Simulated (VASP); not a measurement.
BiAsSe: relaxation of cell and atoms with PBE

The system is BiAsSe.

```
CELL_PARAMETERS angstrom
3.91676 0.00000 0.00000
0.00000 3.91676 0.00000
0.00000 0.00000 5.49034
ATOMIC_POSITIONS crystal
Bi 0.00000 0.00000 0.48162
As 0.50000 0.50000 0.24026
Se 0.50000 0.50000 0.79962
```

```
Program                : VASP 6.6.1
Task                   : relaxation of cell and atoms
Functional             : PBE
Potentials or basis    : VASP PAW PBE potentials, release 64 (Bi_d, As, Se)
Cutoff                 : 600 eV
k mesh                 : 12 × 12 × 8
Occupations            : gaussian, width 0.1 eV
Spin                   : no spin polarisation
Dipole correction      : no
Further INCAR settings : ALGO = Normal; EDIFF = 1e-07; IBRION = 2; EDIFFG = -0.01; NSW = 100; ISIF = 3
```

```json
{"Relaxed volume": "28.04 Å³/atom", "Relaxed cell": "a = 3.914 Å, b = 3.914 Å, c = 5.491 Å, α = 90.00°, β = 90.00°, γ = 90.00°", "Space group after relaxing (to 0.05 Å)": "P4mm (No. 99)", "Energy gained by relaxing": "0.1 meV/atom", "Ionic steps": "4", "Pressure after relaxing": "0.0 GPa", "Largest force after relaxing": "0.007 eV/Å", "Band gap on the k mesh": "zero (band 13 reaches 5.67 eV, above the bottom of band 14 at 4.05 eV)"}
```

Forces in eV/Å, atoms in the order of the input:
```
Bi   0.000  0.000 -0.007
As   0.000  0.000  0.005
Se   0.000  0.000  0.002
```

The path:
| step | energy change (eV) | largest force (eV/Å) | pressure (GPa) | volume (Å³) |
| --- | --- | --- | --- | --- |
| 1 | 0.0000 | 0.0542 | -0.04 | 84.23 |
| 2 | -0.0002 | 0.0191 | -0.01 | 84.15 |
| 3 | -0.0002 | 0.0103 | 0.00 | 84.12 |
| 4 | -0.0002 | 0.0071 | 0.01 | 84.12 |

Final structure:
```
Bi As Se
1.0
     3.91401    0.00000    0.00000
     0.00000    3.91401    0.00000
     0.00000    0.00000    5.49082
Bi As Se
1 1 1
Direct
  0.00000 0.00000 0.48114
  0.50000 0.50000 0.24102
  0.50000 0.50000 0.79933
```

Levels at points of the mesh, in eV from the Fermi level:
| k point | band 9 | band 10 | band 11 | band 12 | band 13 | band 14 | band 15 | band 16 | band 17 |
| --- | --- | --- | --- | --- | --- | --- | --- | --- | --- |
| (0.00, 0.00, 0.00) | -4.24 | -2.96 | -2.96 | 0.27 | 0.27 | 0.36 | 3.10 | 3.10 | 3.69 |
| (0.50, 0.00, 0.00) | -6.01 | -3.38 | -2.54 | -1.76 | 0.63 | 0.83 | 0.90 | 3.60 | 4.81 |
| (0.50, 0.50, 0.00) | -5.51 | -5.51 | -4.97 | -1.51 | -1.51 | -0.32 | 1.12 | 1.12 | 4.84 |
| (0.00, 0.00, 0.50) | -3.08 | -2.16 | -2.16 | -1.47 | -1.47 | -0.16 | 0.78 | 4.27 | 4.56 |
| (0.50, 0.00, 0.50) | -4.75 | -2.27 | -1.46 | -1.30 | -0.41 | -0.08 | 0.99 | 2.07 | 2.42 |
| (0.50, 0.50, 0.50) | -4.91 | -4.91 | -3.33 | -3.33 | -1.93 | -0.98 | 0.68 | 3.83 | 3.83 |

Run time: 2.9 min on 1 thread of Intel(R) Xeon(R) 6975P-C (Granite Rapids), on a shared host, peak memory 0.45 GiB.

Caveat: spin-orbit coupling is left out, which moves the levels of the heavy elements.
